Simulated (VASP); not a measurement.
A run of VASP 6.6.1:

INCAR

```
SYSTEM = SrCl2
ALGO = Normal
EDIFF = 1E-7
ENCUT = 520
GGA = PE
ISIF = 2
ISMEAR = -1
LASPH = .True.
LCHARG = .False.
LREAL = .False.
LWAVE = .False.
NBANDS = 19
NELM = 100
PREC = Accurate
SIGMA = 0.02
```

Contents of KPOINTS:

```
k-points
0
Gamma
  6 6 6
  0 0 0
```

The input POSCAR:

```
SrCl2
1.0
    0.0000000000      3.5193856312      3.5193856312
    3.5193856312      0.0000000000      3.5193856312
    3.5193856312      3.5193856312      0.0000000000
Sr Cl
1 2
Direct
    0.0000000000      0.0000000000      0.0000000000
    0.7500000000      0.7500000000      0.7500000000
    0.2500000000      0.2500000000      0.2500000000
```

Potentials or basis: VASP PAW PBE potentials, release 64 (Sr_sv, Cl).

Run with:

```console
$ cat potpaw_PBE.64/Sr_sv/POTCAR potpaw_PBE.64/Cl/POTCAR > POTCAR
$ mpirun -np 1 vasp_std > vasp.out
```

Hardware: 1 thread of Intel(R) Xeon(R) Platinum 8259CL CPU @ 2.50GHz (Skylake/Cascade Lake) (shared host).

Task: Estimate the wall time of this run.

Result: Wall time 36 s on 1 thread of Intel(R) Xeon(R) Platinum 8259CL CPU @ 2.50GHz (Skylake/Cascade Lake) (shared host), peak memory 0.24 GiB. Counts: scf iterations 14, k points 16.
